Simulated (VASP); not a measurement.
Here is a VASP 6.6.1 calculation.

Contents of INCAR:

```
PREC     = Accurate       # precision mode
ENCUT    = 520            # plane-wave cutoff, eV
EDIFF    = 1E-7           # SCF threshold, eV
ISMEAR   = -1             # smearing method
SIGMA    = 0.02           # smearing width, eV
LREAL    = F              # projectors in reciprocal space
LASPH    = T              # aspherical terms in the spheres
NELM     = 60             # most SCF steps
ALGO     = Normal         # electronic algorithm
ISIF     = 2              # what is computed and relaxed
LWAVE    = F              # write WAVECAR
LCHARG   = F              # write CHGCAR
GGA      = PE             # functional
NBANDS   = 19             # bands
```

Contents of KPOINTS:

```
regular mesh
0
Gamma
  6 6 6
```

POSCAR

```
SrCl2
1.0
    0.0000000000      3.4976593225      3.4976593225
    3.4976593225      0.0000000000      3.4976593225
    3.4976593225      3.4976593225      0.0000000000
Sr Cl
1 2
Direct
    0.0000000000      0.0000000000      0.0000000000
    0.7500000000      0.7500000000      0.7500000000
    0.2500000000      0.2500000000      0.2500000000
```

Potentials or basis: VASP PAW PBE potentials, release 64 (Sr_sv, Cl).

Run with:

```console
$ cat potpaw_PBE.64/Sr_sv/POTCAR potpaw_PBE.64/Cl/POTCAR > POTCAR
$ mpirun -np 1 vasp_std > vasp.out
```

Question: Estimate the pressure.

Answer: 0.8 GPa.

Question: What does it give for the band gap on the k mesh?

Answer: 5.31 eV, indirect (least direct gap 5.51 eV).

A k mesh can miss the band edges. Expect the measured gap to be larger: semilocal functionals such as PBE lack the derivative discontinuity.
